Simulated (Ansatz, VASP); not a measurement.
## One calculation of CdF2, two programs

```
Cd F
1.0
     0.00000    2.84350    2.38921
     2.84350    0.00000    2.38921
     2.84350    2.84350    0.00000
Cd F
1 2
Direct
  0.00000 0.00000 0.00000
  0.25000 0.25000 0.25000
  0.75000 0.75000 0.75000
```

Change from the starting cell: strain +e along x and -e along y +0.0000, strain +e along z and -e/2 along x and y -0.1125.

Alike in both runs: task single point; functional PBEsol; k mesh 8 × 8 × 8; occupations gaussian, width 0.05 eV; no spin polarisation.

```csv
,VASP,Ansatz
version,VASP 6.6.1,Ansatz 0.2.0
potentials or method,"VASP PAW PBE potentials, release 64 (Cd, F), cutoff 520 eV","scalar-relativistic, plane waves, PAW"
valence electrons in the cell,26,34
```

Ansatz gave:

- gap on the k mesh at the Fermi level (eV): 2.10
- least direct gap on the mesh (eV): 2.50
- pressure (GPa): 1.1
- traceless stress, the component that is largest in VASP (GPa): 14.74

Task: Estimate VASP's values.

Result: gap on the k mesh at the Fermi level (eV): 2.07; least direct gap on the mesh (eV): 2.46; pressure (GPa): 1.9; traceless stress, the component that is largest in VASP (GPa): 14.54.

VASP's potentials were made for PBE, not for PBEsol. VASP's potentials hold 26 valence electrons a cell and Ansatz's 34, so a difference there can come from the potentials and not from the codes.
